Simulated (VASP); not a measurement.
# BN in VASP: a series of runs

The runs below take BN through single point, relaxation of the atoms, with PBE.

Program: VASP 6.6.1. These are calculated values, not measurements. Logs are shortened: lines on timing, memory, paths and dates and some standing lists are left out, and cuts for length are marked.

**1. The cell of the first run**

The cell holds a slab with vacuum, 8 atoms: a = 2.563 Å, b = 3.625 Å, c = 19.845 Å, α = 90.00°, β = 90.00°, γ = 90.00°.

**2. Single point, PBE**

INCAR reads:

```
  PREC = Accurate
  ENCUT = 520
  EDIFF = 1E-7
  ISMEAR = -1
  SIGMA = 0.02
  LREAL = F
  LASPH = T
  NELM = 60
  ALGO = Normal
  ISIF = 2
  LWAVE = F
  LCHARG = F
  LDIPOL = T
  IDIPOL = 3
  DIPOL = 0.5 0.5 0.500
  GGA = PE
  NBANDS = 26
```

KPOINTS reads:

```
Automatic mesh
0
Gamma
  12 8 1
```

POSCAR reads:

```
BN
1.0
    2.5630581729      0.0000000000      0.0000000000
    0.0000000000      3.6247116293      0.0000000000
    0.0000000000      0.0000000000     19.8446000000
B N
4 4
Direct
    0.0000000000      0.8335332904      0.4149549261
    0.5000000000      0.3764761338      0.4624640632
    0.0000000000      0.8764679690      0.5375370471
    0.5000000000      0.3335278475      0.5850450702
    0.5000000000      0.6500267814      0.4037015952
    0.0000000000      0.1399764569      0.4650494103
    0.5000000000      0.6399705440      0.5349496106
    0.0000000000      0.1500209770      0.5962982763
```

Potentials or basis: VASP PAW PBE potentials, release 64 (B, N).

The run is started by

```
$ cat potpaw_PBE.64/B/POTCAR potpaw_PBE.64/N/POTCAR > POTCAR
$ mpirun -np 1 vasp_std > vasp.out
```

OUTCAR:

```text
PREC = Accurate
   ENCUT = 520
   EDIFF = 1E-7
   ISMEAR = -1
   LREAL = F
   LASPH = T
   NELM = 60
   ISIF = 2
   GGA = PE

 ion  position               nearest neighbor table
   1  0.000  0.834  0.415-   5 1.46   5 1.46   6 1.49
   2  0.500  0.376  0.462-   5 1.53   6 1.54   6 1.54   7 1.73
   3  0.000  0.876  0.538-   8 1.53   7 1.54   7 1.54   6 1.73
   4  0.500  0.334  0.585-   8 1.46   8 1.46   7 1.49
   5  0.500  0.650  0.404-   1 1.46   1 1.46   2 1.53
   6  0.000  0.140  0.465-   1 1.49   2 1.54   2 1.54   3 1.73
   7  0.500  0.640  0.535-   4 1.49   3 1.54   3 1.54   2 1.73
   8  0.000  0.150  0.596-   4 1.46   4 1.46   3 1.53

  LATTYP: Found a simple orthorhombic cell.
 ALAT       =     2.5630581729
 B/A-ratio  =     1.4142135624
 C/A-ratio  =     7.7425476370

  Lattice vectors:

 A1 = (   2.5630581729,   0.0000000000,   0.0000000000)
 A2 = (   0.0000000000,   3.6247116293,   0.0000000000)
 A3 = (   0.0000000000,   0.0000000000,  19.8446000000)

Analysis of symmetry for initial positions (statically):
=====================================================================
 Subroutine PRICEL returns:
 Original cell was already a primitive cell.

 Routine SETGRP: Setting up the symmetry group for a
 simple orthorhombic supercell.

 Subroutine GETGRP returns: Found  2 space group operations
 (whereof  2 operations were pure point group operations)
 out of a pool of  8 trial point group operations.

The static configuration has the point symmetry C_1h.

Analysis of symmetry for dynamics (positions and initial velocities):
=====================================================================
 Subroutine PRICEL returns:
 Original cell was already a primitive cell.

 Routine SETGRP: Setting up the symmetry group for a
 simple orthorhombic supercell.

 Subroutine GETGRP returns: Found  2 space group operations
 (whereof  2 operations were pure point group operations)
 out of a pool of  8 trial point group operations.

The dynamic configuration has the point symmetry C_1h.

 Subroutine INISYM returns: Found  2 space group operations
 (whereof  2 operations are pure point group operations),
 and found     1 'primitive' translations

----------------------------------------------------------------------------------------

                                     Primitive cell

  volume of cell :     184.3632

  direct lattice vectors                    reciprocal lattice vectors
     2.563058173  0.000000000  0.000000000     0.390158917  0.000000000  0.000000000
     0.000000000  3.624711629  0.000000000     0.000000000  0.275884016  0.000000000
     0.000000000  0.000000000 19.844600000     0.000000000  0.000000000  0.050391542

  length of vectors
     2.563058173  3.624711629 19.844600000     0.390158917  0.275884016  0.050391542

  position of ions in fractional coordinates (direct lattice)
     0.000000000  0.833533290  0.414954926
     0.500000000  0.376476134  0.462464063
     0.000000000  0.876467969  0.537537047
     0.500000000  0.333527848  0.585045070
     0.500000000  0.650026781  0.403701595
     0.000000000  0.139976457  0.465049410
     0.500000000  0.639970544  0.534949611
     0.000000000  0.150020977  0.596298276

  ion indices of the primitive-cell ions
   primitive index   ion index
                 1           1
                 2           2
                 3           3
                 4           4
                 5           5
                 6           6
                 7           7
                 8           8

----------------------------------------------------------------------------------------

 KPOINTS: Automatic mesh

Automatic generation of k-mesh.
 Grid dimensions read from file:
 generate k-points for:   12    8    1

 Generating k-lattice:

  Cartesian coordinates                     Fractional coordinates (reciprocal lattice)
     0.032513243  0.000000000  0.000000000     0.083333333  0.000000000  0.000000000
     0.000000000  0.034485502  0.000000000     0.000000000  0.125000000  0.000000000
     0.000000000  0.000000000  0.050391542     0.000000000  0.000000000  1.000000000

  Length of vectors
     0.032513243  0.034485502  0.050391542

  Shift w.r.t. Gamma in fractional coordinates (k-lattice)
     0.000000000  0.000000000  0.000000000

 Subroutine IBZKPT returns following result:
 ===========================================

 Found     35 irreducible k-points:

 Following reciprocal coordinates:
            Coordinates               Weight
  0.000000  0.000000  0.000000      1.000000
  0.083333  0.000000  0.000000      2.000000
  0.166667  0.000000  0.000000      2.000000
  0.250000  0.000000  0.000000      2.000000
  0.333333  0.000000  0.000000      2.000000
  0.416667  0.000000  0.000000      2.000000
[... 16 lines left out ...]
  0.083333  0.375000  0.000000      4.000000
  0.166667  0.375000  0.000000      4.000000
 [... further k-points ...]
   k-points           NKPTS =     35   k-points in BZ     NKDIM =     35   number of bands    NBANDS=     26
   number of dos      NEDOS =    301   number of ions     NIONS =      8
   total plane-waves  NPLWV =  84000
   dimension x,y,z NGX =    20 NGY =   28 NGZ =  150
   dimension x,y,z NGXF=    40 NGYF=   56 NGZF=  300
   ions per type =               4   4
   NGX,Y,Z   is equivalent  to a cutoff of  12.97, 12.84, 12.57 a.u.
   NGXF,Y,Z  is equivalent  to a cutoff of  25.94, 25.68, 25.13 a.u.
 SYSTEM =  unknown system
   PREC   = accura    normal or accurate (medium, high low for compatibility)
   ISTART =      0    job   : 0-new  1-cont  2-samecut
   ICHARG =      2    charge: 1-file 2-atom 10-const
   ISPIN  =      1    spin polarized calculation?
   LNONCOLLINEAR =      F non collinear calculations
   LSORBIT =      F    spin-orbit coupling
   LASPH  =      T    aspherical Exc in radial PAW
   ENCUT  =  520.0 eV  38.22 Ry    6.18 a.u.   4.77  6.74 36.90*2*pi/ulx,y,z
   NELM   =     60;   NELMIN=  2; NELMDL= -5     # of ELM steps
   EDIFF  = 0.1E-06   stopping-criterion for ELM
   LREAL  =      F    real-space projection
   EDIFFG = 0.1E-05   stopping-criterion for IOM
   NSW    =      0    number of steps for IOM
   IBRION =     -1    ionic relax: 0-MD 1-quasi-New 2-CG
   NFREE  =      0    steps in history (QN), initial steepest desc. (CG)
   ISIF   =      2    stress and relaxation
   ISYM   =      2    0-nonsym 1-usesym 2-fastsym
   POTIM  = 0.5000    time-step for ionic-motion
   TEBEG  =    0.0;   TEEND  =   0.0 temperature during run
   PSTRESS=    0.0 pullay stress
   NELECT =      32.0000    total number of electrons
   NUPDOWN=      -1.0000    fix difference up-down
   EMIN   =  10.00;   EMAX   =-10.00  energy-range for DOS
   EFERMI =   0.00;   METHOD = LEGACY
   ISMEAR =    -1;   SIGMA  =   0.02  broadening in eV -4-tet -1-fermi 0-gaus
   EFERMI_NEDOS =   21; number of points for ismear=-14 and -15
   IALGO  =     38    algorithm
   IMIX   =      4    mixing-type and parameters
     AMIX     =   0.40;   BMIX     =  1.00
     AMIX_MAG =   1.60;   BMIX_MAG =  1.00
  volume/ion in A,a.u.               =      23.05       155.52
  Fermi-wavevector in a.u.,A,eV,Ry     =   0.913202  1.725701 11.346408  0.833937
  Thomas-Fermi vector in A             =   2.037686
   LORBIT       =      0    0 simple, 1 ext, 2 COOP (PROOUT), +10 PAW based schemes
   GGA     = PE    functional components
   LHFCALC =     F    Hartree Fock is set to
   AEXX    =    0.0000 exact exchange contribution
   IVDW    =     0    specifies the selected vdW correction
   LEPSILON=     F    determine dielectric tensor
   LRPA    =     F    only Hartree local field effects (RPA)
 non-spin polarized calculation
  energy-cutoff  :      520.00
  volume of cell :      184.36
 maximum number of plane-waves:      4997
 NGX is ok and might be reduce to    20
   NGX =  9   NGY = 13   NGZ = 73

 dipolmoment           0.000000      0.000000      0.000004 electrons x Angstroem

 number of electron      32.0000002 magnetization

 dipolmoment           0.000000      0.000000     -0.000019 electrons x Angstroem

 Free energy of the ion-electron system (eV)
  ---------------------------------------------------
  ext. energy  EPLUGINS =         0.00000000
  ---------------------------------------------------
  free energy    TOTEN  =       -66.70191210 eV

  energy without entropy =      -66.70191210  energy(sigma->0) =      -66.70191210

 E-fermi :  -2.4332     XC(G=0):  -4.1231

 val. band max:       -2.8816582945   @ k =   0.0000   0.0000   0.0000
 cond. band min:      -0.2812282739   @ k =   0.5000   0.0000   0.0000
 fundamental gap:      2.6004300205
 Fermi energy:        -2.4331959420

 k-point     1 :       0.0000    0.0000    0.0000
  band No.  band energies     occupation
      1     -22.6547      2.00000
      2     -20.6500      2.00000
      3     -17.9052      2.00000
      4     -17.6004      2.00000
      5     -11.5732      2.00000
      6     -10.6427      2.00000
[... 18 lines left out ...]
     25       6.4958      0.00000
     26       6.5430      0.00000

 k-point     2 :       0.0833    0.0000    0.0000
  band No.  band energies     occupation
      1     -22.5472      2.00000
      2     -20.5551      2.00000
      3     -17.8442      2.00000
      4     -17.5637      2.00000
      5     -11.4904      2.00000
      6     -10.5630      2.00000
[... 18 lines left out ...]
     25       6.0977      0.00000
[... 608 lines left out ...]
     25       7.0211      0.00000
     26       7.0639      0.00000

 k-point    24 :       0.1667    0.3750    0.0000
  band No.  band energies     occupation
      1     -21.1877      2.00000
      2     -19.6774      2.00000
      3     -19.2834      2.00000
      4     -18.3895      2.00000
      5     -11.6560      2.00000
      6     -11.1331      2.00000
[... 18 lines left out ...]
     25       7.3583      0.00000
     26       7.5442      0.00000

 [... further k-points ...]

------------------------ aborting loop because EDIFF is reached ----------------------------------------

 vacuum level on the upper side and lower side of the slab       (xc-potential included)        -0.093        -0.093

  FORCE on cell =-STRESS in cart. coord.  units (eV):
  Direction    XX          YY          ZZ          XY          YZ          ZX
  --------------------------------------------------------------------------------------
  -------------------------------------------------------------------------------------
  Total       -2.0429785      4.0974099     -0.0003628      0.0000000      0.0004334      0.0000000
  in kB      -17.7541587     35.6078475     -0.0031528      0.0000000      0.0037662      0.0000000
  external PRESSURE =       5.9501787 kB  Pullay stress =       0.0000000 kB

 VOLUME and BASIS-vectors are now :
 -----------------------------------------------------------------------------
  energy-cutoff  :      520.00
  volume of cell :      184.36
      direct lattice vectors                 reciprocal lattice vectors
     2.563058173  0.000000000  0.000000000     0.390158917  0.000000000  0.000000000
     0.000000000  3.624711629  0.000000000     0.000000000  0.275884016  0.000000000
     0.000000000  0.000000000 19.844600000     0.000000000  0.000000000  0.050391542

 POSITION                                       TOTAL-FORCE (eV/Angst)
 -----------------------------------------------------------------------------------
      0.00000      3.02132      8.23461         0.000000      0.002424     -0.031019
      1.28153      1.36462      9.17741         0.000000     -0.005779      0.010681
      0.00000      3.17694     10.66721         0.000000     -0.005376     -0.011446
      1.28153      1.20894     11.60999         0.000000      0.002388      0.030795
      1.28153      2.35616      8.01130         0.000000      0.004934     -0.003315
      0.00000      0.50737      9.22872         0.000000     -0.001832      0.018050
      1.28153      2.31971     10.61586         0.000000     -0.001771     -0.017294
      0.00000      0.54378     11.83330         0.000000      0.005012      0.003548
 -----------------------------------------------------------------------------------
    total drift:                                0.000000     -0.000193      0.000001

  FREE ENERGIE OF THE ION-ELECTRON SYSTEM (eV)
  ---------------------------------------------------
  free  energy   TOTEN  =       -66.7019121015 eV

  energy  without entropy=      -66.7019121015  energy(sigma->0) =      -66.70191210

 vacuum level on the upper side and lower side of the slab         3.521         3.521
```

It took 2.5 min on 1 thread of Intel Xeon 6975P-C (Granite Rapids), shared host; peak memory 0.34 GiB.

What came out:

```
Free energy            : -66.7019 eV
Largest force          : 0.031 eV/Å
Band gap on the k mesh : 2.60 eV (least direct gap 3.40 eV)
```

Forces in eV/Å, atoms in the order of the input:
```
B    0.000  0.002 -0.031
B    0.000 -0.006  0.011
B    0.000 -0.005 -0.011
B    0.000  0.002  0.031
N    0.000  0.005 -0.003
N    0.000 -0.002  0.018
N    0.000 -0.002 -0.017
N    0.000  0.005  0.004
```

**3. Single point, PBE**

INCAR reads:

```
SYSTEM = BN
  ALGO = Normal
  DIPOL = 0.5 0.5 0.500
  EDIFF = 1E-6
  ENCUT = 520
  GGA = PE
  IDIPOL = 3
  ISIF = 2
  ISMEAR = -1
  LASPH = .TRUE.
  LCHARG = .FALSE.
  LDIPOL = .TRUE.
  LREAL = .FALSE.
  LWAVE = .FALSE.
  NBANDS = 26
  NELM = 60
  PREC = Accurate
  SIGMA = 0.02
```

KPOINTS reads:

```
k-points
0
G
  12 8 1
  0 0 0
```

POSCAR, as its differences from that of step 2:

```diff
@@ -13,3 +13,3 @@
     0.5000000000      0.6500267814      0.4037015952
-    0.0000000000      0.1399764569      0.4650494103
+    0.0000000000      0.1399764569      0.4650494104
     0.5000000000      0.6399705440      0.5349496106
```

Potentials or basis: VASP PAW PBE potentials, release 64 (B, N).

The run is started by

```
$ cat potpaw_PBE.64/B/POTCAR potpaw_PBE.64/N/POTCAR > POTCAR
$ mpirun -np 1 vasp_std > vasp.out
```

Run time: 2.4 min. Hardware: 1 thread of Intel Xeon 6975P-C (Granite Rapids), shared host; peak memory 0.34 GiB.

It converged, with:

| Item | Value |
| --- | --- |
| Free energy | -66.7019 eV |
| Largest force | 0.031 eV/Å |
| Band gap on the k mesh | 2.60 eV (least direct gap 3.40 eV) |

Forces on the atoms (eV/Å):
```
B    0.000  0.002 -0.031
B    0.000 -0.006  0.011
B    0.000 -0.005 -0.011
B    0.000  0.002  0.031
N    0.000  0.005 -0.003
N    0.000 -0.002  0.018
N    0.000 -0.002 -0.017
N    0.000  0.005  0.004
```

Levels at points of the mesh, in eV from the valence-band top:
| k point | band 12 | band 13 | band 14 | band 15 | band 16 | band 17 | band 18 | band 19 | band 20 | band 21 |
| --- | --- | --- | --- | --- | --- | --- | --- | --- | --- | --- |
| (0.00, 0.00, 0.00) | -3.37 | -2.04 | -1.43 | -1.20 | 0.00 | 4.89 | 4.94 | 5.82 | 6.37 | 7.14 |
| (0.50, 0.00, 0.00) | -4.75 | -3.63 | -3.63 | -0.80 | -0.80 | 2.60 | 2.60 | 6.85 | 6.85 | 9.43 |
| (0.00, 0.50, 0.00) | -3.01 | -2.35 | -2.35 | -0.56 | -0.56 | 4.81 | 4.82 | 7.76 | 7.76 | 8.87 |
| (0.50, 0.50, 0.00) | -4.85 | -3.30 | -3.30 | -0.43 | -0.42 | 4.16 | 4.16 | 8.71 | 8.71 | 10.89 |

(Part 1 of 2 ends here.)
